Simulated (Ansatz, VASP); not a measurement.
## Two plane-wave programs on ZrTaS3

INCAR

```
SYSTEM = ZrTaS3
  PREC = Accurate
  ENCUT = 520
  EDIFF = 1E-6
  ISMEAR = 0
  SIGMA = 0.1
  LREAL = .FALSE.
  LASPH = .TRUE.
  NELM = 150
  ALGO = Normal
  ISIF = 2
  LWAVE = .FALSE.
  LCHARG = .FALSE.
  ISPIN = 2
  MAGMOM = 0 2.68 0 0 0
  LORBIT = 11
  LMAXMIX = 4
  GGA = PE
  NBANDS = 32
```

File KPOINTS:

```
Automatic mesh
0
G
  8 8 8
  0 0 0
```

Contents of POSCAR:

```
ZrTaS3
1.0
    4.8866488976      0.0000000000      0.0000000000
    0.0000000000      4.8866488976      0.0000000000
    0.0000000000      0.0000000000      4.8866488976
Zr Ta S
1 1 3
Direct
    0.0000000000      0.0000000000      0.0000000000
    0.5000000000      0.5000000000      0.5000000000
    0.5000000000      0.0000000000      0.0000000000
    0.0000000000      0.5000000000      0.0000000000
    0.0000000000      0.0000000000      0.5000000000
```

Input for Ansatz:

```yaml
crystal:
  lattice:
    - [4.8866488976, 0.0, 0.0]
    - [0.0, 4.8866488976, 0.0]
    - [0.0, 0.0, 4.8866488976]
  atoms:
    - { symbol: Zr, position: [0.0, 0.0, 0.0] }
    - { symbol: Ta, position: [0.5, 0.5, 0.5], spin: 2.68 }
    - { symbol: S, position: [0.5, 0.0, 0.0] }
    - { symbol: S, position: [0.0, 0.5, 0.0] }
    - { symbol: S, position: [0.0, 0.0, 0.5] }
basis:
  ecutwfc: 420
kpoints:
  mp_grid: { grid: [8, 8, 8] }
  band_path:
    path:
      - [[0.0, 0.0, 0.0], [0.0, 0.5, 0.0], [0.5, 0.5, 0.0], [0.0, 0.0, 0.0], [0.5, 0.5, 0.5], [0.0, 0.5, 0.0]]
      - [[0.5, 0.5, 0.5], [0.5, 0.5, 0.0]]
    npoints: 14
hamiltonian:
  xc: pbe
scf:
  occupations: { method: gaussian, width: 0.1 }
  n_extra_bands: 12
output:
  forces: true
  stress: true
  eigenvalues: true
  populations: true
  dos: { projected: true, de: 0.02, nscf_kmesh: { grid: [10, 10, 10] } }
  bader: true
  write_density: true
  write_potential: true
  elf: true
  volumetric_format: npy
magnetization:
  spin_polarized: true
checkpoint:
  read: start.run
  write: ck
  compress: false
  write_wavefunctions: false
  write_every: 100000
```

Alike in both runs: task single point; functional PBE; k mesh 8 × 8 × 8; occupations gaussian, width 0.1 eV; collinear spin.

|  | VASP | Ansatz |
| --- | --- | --- |
| version | VASP 6.6.1 | Ansatz 0.2.0 |
| potentials or method | VASP PAW PBE potentials, release 64 (Zr_sv, Ta_pv, S), cutoff 520 eV | scalar-relativistic, plane waves, PAW |
| valence electrons in the cell | 41 | 43 |

```tsv
	VASP	Ansatz	Ansatz less VASP
gap on the k mesh at the Fermi level (eV)	none	none	-
pressure (GPa)	0.0	0.0	+0.02
net moment per atom (μB)	0.58	0.58	0.000
size of the moment on the site where the two differ most (μB)	2.05	2.43	+0.381
```

Site moments also hang on the region over which each program counts them. A gap of «none» marks a metal or a gap that the smearing closes. The functional is the same, so the differences come from potentials, cutoffs and numerics. VASP's potentials hold 41 valence electrons a cell and Ansatz's 43, so a difference there can come from the potentials and not from the codes. Ansatz's warnings: stability check not made.

Neither program's run includes spin-orbit coupling.
